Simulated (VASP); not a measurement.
# Hf: single point with PBE

The system is Hf.

```
CELL_PARAMETERS angstrom
3.19670 0.00000 0.00000
-1.59835 2.76842 0.00000
0.00000 0.00000 5.10838
ATOMIC_POSITIONS crystal
Hf 0.66667 0.33333 0.75000
Hf 0.33333 0.66667 0.25000
```

```json
{"Program": "VASP 6.6.1", "Task": "single point", "Functional": "PBE", "Potentials or basis": "VASP PAW PBE potentials, release 64 (Hf_pv)", "Cutoff": "520 eV", "k mesh": "8 × 8 × 5", "Occupations": "fermi-dirac, width 0.05 eV", "Spin": "no spin polarisation"}
```

| Quantity | Value |
| --- | --- |
| Pressure | -0.7 GPa |
| Band gap on the k mesh | zero (band 10 reaches 6.05 eV, above the bottom of band 11 at 4.61 eV) |

Stress tensor (GPa, compression positive):
```
-0.19  0.00  0.00
 0.00 -0.19  0.00
 0.00  0.00 -1.69
```

Levels at points of the mesh, in eV from the Fermi level:
| k point | band 8 | band 9 | band 10 | band 11 | band 12 | band 13 |
| --- | --- | --- | --- | --- | --- | --- |
| (0.00, 0.00, 0.00) | -3.72 | 0.51 | 1.19 | 1.19 | 1.34 | 1.97 |
| (0.50, 0.00, 0.00) | -2.72 | -2.23 | -0.80 | 0.78 | 0.84 | 1.59 |

Run time: 32 s on 1 thread of AMD EPYC 7R43 64-Core Processor (Zen 3), with other jobs on the host, peak memory 0.12 GiB.

Caveat: spin-orbit coupling is left out, which moves the levels of the heavy elements.
